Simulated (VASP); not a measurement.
Input of a VASP 6.6.1 run:

Contents of INCAR:

```
SYSTEM = SnSe2
PREC = Accurate ; ENCUT = 600
EDIFF = 1E-6 ; ISMEAR = 0
SIGMA = 0.02 ; LREAL = .FALSE.
LASPH = .TRUE. ; NELM = 100
ALGO = Normal ; ISIF = 4
LWAVE = .FALSE. ; LCHARG = .FALSE.
GGA = PS ; IBRION = 2
NSW = 50 ; EDIFFG = -0.01
```

KPOINTS

```
Automatic mesh
0
G
  12 12 6
  0 0 0
```

Contents of POSCAR:

```
SnSe2
1.0
    3.8568830328      0.0000000000      0.0000000000
   -1.9284415164      3.3401586859      0.0000000000
    0.0000000000      0.0000000000      6.2096501070
Sn Se
1 2
Direct
    0.0000000000      0.0000000000      0.0000000000
    0.3333333333      0.6666666667      0.2580319695
    0.6666666667      0.3333333333      0.7419680305
```

Potentials or basis: VASP PAW PBE potentials, release 64 (Sn_d, Se).

Run with:

```bash
$ cat potpaw_PBE.64/Sn_d/POTCAR potpaw_PBE.64/Se/POTCAR > POTCAR
$ mpirun -np 1 vasp_std > vasp.out
```

Problem. What does it give for the band gap on the k mesh?

Solution. 0.58 eV, indirect (least direct gap 1.10 eV).

The path:
| step | energy change (eV) | largest force (eV/Å) | pressure (GPa) | volume (Å³) |
| --- | --- | --- | --- | --- |
| 1 | 0.0000 | 0.2228 | -1.77 | 80.00 |
| 2 | -0.0039 | 0.1319 | -1.43 | 80.00 |
| 3 | -0.0060 | 0.0004 | -0.95 | 80.00 |
| 4 | -0.0084 | 0.0014 | -0.74 | 80.00 |
| 5 | -0.0098 | 0.0042 | -0.45 | 80.00 |

Caveat: the cell differs from its parent crystal (volume scaled by 1.03); the PAW data sets were made with another functional, which shifts forces and pressure a little; spin-orbit coupling is left out, which moves the levels of the heavy elements; this functional lacks dispersion, which binds the layers, so the pressure and a relaxed spacing across them are unreliable. A k mesh can miss the band edges.
